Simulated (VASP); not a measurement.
# AgCl (F-43m) in VASP: a series of runs, part 2 of 2

VASP 6.6.1.

## Step 4: Single point, r2SCAN

This run uses another cell than the first one, of 26.82 Å³/atom.

POSCAR reads:

```
AgCl
1.0
    0.0000000000      2.9932645783      2.9932645783
    2.9932645783      0.0000000000      2.9932645783
    2.9932645783      2.9932645783      0.0000000000
Ag Cl
1 1
Direct
    0.0000000000      0.0000000000      0.0000000000
    0.2500000000      0.2500000000      0.2500000000
```

INCAR.step1 reads:

```
SYSTEM = AgCl
PREC = Accurate ; ENCUT = 520
ISMEAR = -1 ; SIGMA = 0.02
LREAL = .FALSE. ; LASPH = .TRUE.
NELM = 60 ; NBANDS = 16
GGA = PE ; ALGO = Normal
EDIFF = 1E-4 ; LWAVE = .TRUE.
LCHARG = .FALSE.
```

INCAR.step2 reads:

```
SYSTEM = AgCl
PREC = Accurate ; ENCUT = 520
EDIFF = 1E-6 ; ISMEAR = -1
SIGMA = 0.02 ; LREAL = .FALSE.
LASPH = .TRUE. ; NELM = 60
ALGO = Normal ; ISIF = 2
LWAVE = .FALSE. ; LCHARG = .TRUE.
METAGGA = R2SCAN ; LMIXTAU = .TRUE.
LELF = .TRUE. ; LVHAR = .TRUE.
NBANDS = 16 ; ISTART = 1
```

KPOINTS reads:

```
regular mesh
0
G
  6 6 6
  0 0 0
```

Potentials or basis: VASP PAW PBE potentials, release 64 (Ag, Cl).

On the command line:

```console
$ cat potpaw_PBE.64/Ag/POTCAR potpaw_PBE.64/Cl/POTCAR > POTCAR
$ cp INCAR.step1 INCAR
$ mpirun -np 1 vasp_std > vasp.out
$ cp INCAR.step2 INCAR
$ mpirun -np 1 vasp_std > vasp.out
```

OUTCAR:

```text
SYSTEM = AgCl
   PREC = Accurate
   ENCUT = 520
   EDIFF = 1E-6
   ISMEAR = -1
   LREAL = .FALSE.
   LASPH = .TRUE.
   NELM = 60
   ISIF = 2
   METAGGA = R2SCAN
   ISTART = 1

 ion  position               nearest neighbor table
   1  0.000  0.000  0.000-   2 2.59   2 2.59   2 2.59   2 2.59
   2  0.250  0.250  0.250-   1 2.59   1 2.59   1 2.59   1 2.59

  LATTYP: Found a face centered cubic cell.
 ALAT       =     5.9865291566

  Lattice vectors:

 A1 = (   0.0000000000,   2.9932645783,   2.9932645783)
 A2 = (   2.9932645783,   0.0000000000,   2.9932645783)
 A3 = (   2.9932645783,   2.9932645783,   0.0000000000)

Analysis of symmetry for initial positions (statically):
=====================================================================
 Subroutine PRICEL returns:
 Original cell was already a primitive cell.

 Routine SETGRP: Setting up the symmetry group for a
 face centered cubic supercell.

 Subroutine GETGRP returns: Found 24 space group operations
 (whereof 24 operations were pure point group operations)
 out of a pool of 48 trial point group operations.

The static configuration has the point symmetry T_d .

Analysis of symmetry for dynamics (positions and initial velocities):
=====================================================================
 Subroutine PRICEL returns:
 Original cell was already a primitive cell.

 Routine SETGRP: Setting up the symmetry group for a
 face centered cubic supercell.

 Subroutine GETGRP returns: Found 24 space group operations
 (whereof 24 operations were pure point group operations)
 out of a pool of 48 trial point group operations.

The dynamic configuration has the point symmetry T_d .

 Subroutine INISYM returns: Found 24 space group operations
 (whereof 24 operations are pure point group operations),
 and found     1 'primitive' translations

----------------------------------------------------------------------------------------

                                     Primitive cell

[... 98 lines left out ...]
   IALGO  =     38    algorithm
   IMIX   =      4    mixing-type and parameters
     AMIX     =   0.40;   BMIX     =  1.00
     AMIX_MAG =   1.60;   BMIX_MAG =  1.00
  volume/ion in A,a.u.               =      26.82       180.98
  Fermi-wavevector in a.u.,A,eV,Ry     =   1.137655  2.149856 17.609460  1.294259
  Thomas-Fermi vector in A             =   2.274360
   LORBIT       =      0    0 simple, 1 ext, 2 COOP (PROOUT), +10 PAW based schemes
   METAGGA = R2SCAN    functional components
   LHFCALC =     F    Hartree Fock is set to
   AEXX    =    0.0000 exact exchange contribution
   IVDW    =     0    specifies the selected vdW correction
   LEPSILON=     F    determine dielectric tensor
   LRPA    =     F    only Hartree local field effects (RPA)
 non-spin polarized calculation
  energy-cutoff  :      520.00
  volume of cell :       53.64
 maximum number of plane-waves:      1464
   NGX = 15   NGY = 15   NGZ = 15

 number of electron      17.9999995 magnetization

 Free energy of the ion-electron system (eV)
  ---------------------------------------------------
  ext. energy  EPLUGINS =         0.00000000
  ---------------------------------------------------
  free energy    TOTEN  =       -28.54382812 eV

  energy without entropy =      -28.54382812  energy(sigma->0) =      -28.54382812

 E-fermi :   1.8771     XC(G=0):  -9.1054

 val. band max:        1.4714771748   @ k =   0.0000   0.0000   0.0000
 cond. band min:       3.0710165960   @ k =   0.0000   0.0000   0.0000
 fundamental gap:      1.5995394212
 Fermi energy:         1.8770740162

 k-point     1 :       0.0000    0.0000    0.0000
  band No.  band energies     occupation
      1     -14.0603      2.00000
      2      -2.7493      2.00000
      3      -2.7493      2.00000
      4      -2.7493      2.00000
      5      -0.6565      2.00000
      6      -0.6565      2.00000
[... 281 lines left out ...]
      3      -2.4093      2.00000
      4      -2.2147      2.00000
      5      -0.6594      2.00000
      6      -0.4750      2.00000
[... 8 lines left out ...]
     15      15.6109      0.00000
     16      15.6789      0.00000

------------------------ aborting loop because EDIFF is reached ----------------------------------------

  FORCE on cell =-STRESS in cart. coord.  units (eV):
  Direction    XX          YY          ZZ          XY          YZ          ZX
  --------------------------------------------------------------------------------------
  -------------------------------------------------------------------------------------
  Total       -0.0159497     -0.0159497     -0.0159497     -0.0000000      0.0000000      0.0000000
  in kB       -0.4764275     -0.4764275     -0.4764275     -0.0000000      0.0000000      0.0000000
  external PRESSURE =      -0.4764275 kB  Pullay stress =       0.0000000 kB

 VOLUME and BASIS-vectors are now :
 -----------------------------------------------------------------------------
  energy-cutoff  :      520.00
  volume of cell :       53.64
      direct lattice vectors                 reciprocal lattice vectors
     0.000000000  2.993264578  2.993264578    -0.167041699  0.167041699  0.167041699
     2.993264578  0.000000000  2.993264578     0.167041699 -0.167041699  0.167041699
     2.993264578  2.993264578  0.000000000     0.167041699  0.167041699 -0.167041699

 POSITION                                       TOTAL-FORCE (eV/Angst)
 -----------------------------------------------------------------------------------
      0.00000      0.00000      0.00000         0.000000      0.000000      0.000000
      1.49663      1.49663      1.49663        -0.000000     -0.000000     -0.000000
 -----------------------------------------------------------------------------------
    total drift:                                0.000006      0.000006      0.000006

  FREE ENERGIE OF THE ION-ELECTRON SYSTEM (eV)
  ---------------------------------------------------
  free  energy   TOTEN  =       -28.5438281192 eV

  energy  without entropy=      -28.5438281192  energy(sigma->0) =      -28.54382812
```

OUTCAR.step1:

```text
SYSTEM = AgCl
   PREC = Accurate
   ENCUT = 520
   ISMEAR = -1
   LREAL = .FALSE.
   LASPH = .TRUE.
[... 513 lines left out ...]
      0.00000      0.00000      0.00000        -0.000000     -0.000000     -0.000000
      1.49663      1.49663      1.49663         0.000000      0.000000      0.000000
 -----------------------------------------------------------------------------------
    total drift:                               -0.000000     -0.000000     -0.000000

  FREE ENERGIE OF THE ION-ELECTRON SYSTEM (eV)
  ---------------------------------------------------
  free  energy   TOTEN  =        -5.4465040255 eV

  energy  without entropy=       -5.4465040255  energy(sigma->0) =       -5.44650403
```

OSZICAR.step1:

```text
N       E                     dE             d eps       ncg     rms          rms(c)
DAV:   1     0.101612192434E+03    0.10161E+03   -0.83465E+03   520   0.978E+02
DAV:   2    -0.141331546671E+01   -0.10303E+03   -0.95586E+02   632   0.219E+02
DAV:   3    -0.559836899906E+01   -0.41851E+01   -0.41748E+01   664   0.456E+01
DAV:   4    -0.563381642004E+01   -0.35447E-01   -0.35444E-01   632   0.449E+00
DAV:   5    -0.563442038218E+01   -0.60396E-03   -0.60396E-03   672   0.586E-01    0.568E+00
DAV:   6    -0.544953737752E+01    0.18488E+00   -0.28127E-01   688   0.664E+00    0.392E+00
DAV:   7    -0.544619436583E+01    0.33430E-02   -0.10323E-01   608   0.209E+00    0.198E+00
DAV:   8    -0.544608459835E+01    0.10977E-03   -0.56618E-03   624   0.765E-01    0.263E-01
DAV:   9    -0.544630453427E+01   -0.21994E-03   -0.68438E-04   640   0.340E-01    0.430E-02
DAV:  10    -0.544649343447E+01   -0.18890E-03   -0.23012E-04   584   0.107E-01    0.375E-02
DAV:  11    -0.544650402551E+01   -0.10591E-04   -0.10946E-05   512   0.225E-02
   1 F= -.54465040E+01 E0= -.54465040E+01  d E =-.512839E-12
```

Run time: 55 s. Hardware: 1 thread of Intel Xeon 8259CL, shared host; peak memory 0.19 GiB.

Results:

```yaml
Free_energy: -28.5438 eV
Pressure: 0.0 GPa
Band_gap_on_the_k_mesh: 1.60 eV
```

Caveat: the PAW data sets were made with another functional, which shifts forces and pressure a little.

## Step 5: Single point, PBE

This run uses another cell than the first one, of 26.82 Å³/atom.

INCAR reads:

```
ALGO     = Normal         # electronic algorithm
EDIFF    = 1E-6           # SCF threshold, eV
ENCUT    = 520            # plane-wave cutoff, eV
GGA      = PE             # functional
ISIF     = 2              # what is computed and relaxed
ISMEAR   = -1             # smearing method
LASPH    = True           # aspherical terms in the spheres
LCHARG   = False          # write CHGCAR
LREAL    = False          # projectors in reciprocal space
LWAVE    = False          # write WAVECAR
NBANDS   = 16             # bands
NELM     = 80             # most SCF steps
PREC     = Accurate       # precision mode
SIGMA    = 0.02           # smearing width, eV
```

KPOINTS reads:

```
k-points
0
Gamma
  8 8 8
```

POSCAR is that of step 4.

On the command line:

```console
$ cat potpaw_PBE.64/Ag/POTCAR potpaw_PBE.64/Cl/POTCAR > POTCAR
$ mpirun -np 1 vasp_std > vasp.out
```

Wall time 25 s (1 thread of Intel Xeon 8259CL, shared host); peak memory 0.18 GiB.

The run converged. Its results:

```yaml
Free_energy: -5.4467 eV
Pressure: 1.1 GPa
Band_gap_on_the_k_mesh: 1.25 eV
```

Levels at points of the mesh, in eV from the valence-band top:
| k point | band 5 | band 6 | band 7 | band 8 | band 9 | band 10 | band 11 | band 12 | band 13 | band 14 |
| --- | --- | --- | --- | --- | --- | --- | --- | --- | --- | --- |
| (0.00, 0.00, 0.00) | -2.13 | -2.13 | 0.00 | 0.00 | 0.00 | 1.25 | 8.09 | 8.09 | 8.09 | 12.63 |
| (0.50, 0.00, 0.00) | -2.06 | -2.06 | -1.97 | -0.57 | -0.57 | 3.75 | 6.70 | 8.44 | 8.44 | 11.94 |
| (0.50, 0.50, 0.00) | -2.08 | -1.98 | -1.73 | -1.35 | -1.35 | 4.81 | 5.43 | 8.70 | 10.67 | 10.67 |

## Step 6: Overview

```csv
level,potentials or basis,cell,k mesh,gap on the mesh (eV),pressure (GPa)
LDA,"VASP PAW LDA potentials, release 64 (Ag, Cl)","a = 4.083 Å, angles 60.0°, 2 atoms",6 × 6 × 6,0.84,0.0
PBEsol,"VASP PAW PBE potentials, release 64 (Ag, Cl)","a = 4.163 Å, angles 60.0°, 2 atoms",6 × 6 × 6,1.03,-0.1
r2SCAN,"VASP PAW PBE potentials, release 64 (Ag, Cl)","a = 4.233 Å, angles 60.0°, 2 atoms",6 × 6 × 6,1.60,0.0
PBE,"VASP PAW PBE potentials, release 64 (Ag, Cl)","a = 4.233 Å, angles 60.0°, 2 atoms",8 × 8 × 8,1.25,1.1
```

Alike in all rows: task single point; no spin polarisation; cutoff (eV) 520; smearing fermi-dirac 0.02 eV.

Caveats: the PAW data sets were made with another functional, which shifts forces and pressure a little (at least some runs).

Total energies depend on the potentials used, so only differences within one code and one set of settings carry meaning.
